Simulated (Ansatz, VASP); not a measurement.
# Two plane-wave programs on C

```
C
1.0
    -0.05040    2.11665    3.35975
     1.17239    0.00000    3.34141
     1.22278    2.11665   -0.01834
C
2
Direct
  0.16671 0.83329 0.16671
  0.83329 0.16671 0.83329
```

Change from the starting cell: strain -0.0300 x Voigt [0, 0, 0, 0, 1, 0], atoms carried along.

Alike in both runs: task single point; functional LDA; k mesh 16 × 16 × 16; occupations gaussian, width 0.03 eV; no spin polarisation.

```csv
,VASP,Ansatz
version,VASP 6.6.1,Ansatz 0.2.0
potentials or method,"VASP PAW LDA potentials, release 64 (C), cutoff 520 eV","scalar-relativistic, plane waves, PAW"
valence electrons in the cell,8,8
```

VASP gave:

```
gap on the k mesh at the Fermi level (eV)                     : 0.20
least direct gap on the mesh (eV)                             : 0.26
pressure (GPa)                                                : 0.8
traceless stress, the component that is largest in VASP (GPa) : -0.73
rms of the force components (eV/Å)                            : 0.013
```

Q: Which values does Ansatz return?

A: gap on the k mesh at the Fermi level (eV): 0.20; least direct gap on the mesh (eV): 0.26; pressure (GPa): 0.0; traceless stress, the component that is largest in VASP (GPa): 0.20; rms of the force components (eV/Å): 0.013.

LDA's correlation is that of Perdew and Zunger in VASP and of Perdew and Wang (1992) in Ansatz. Atom by atom the forces differ by 0.000 eV/Å (rms over components).
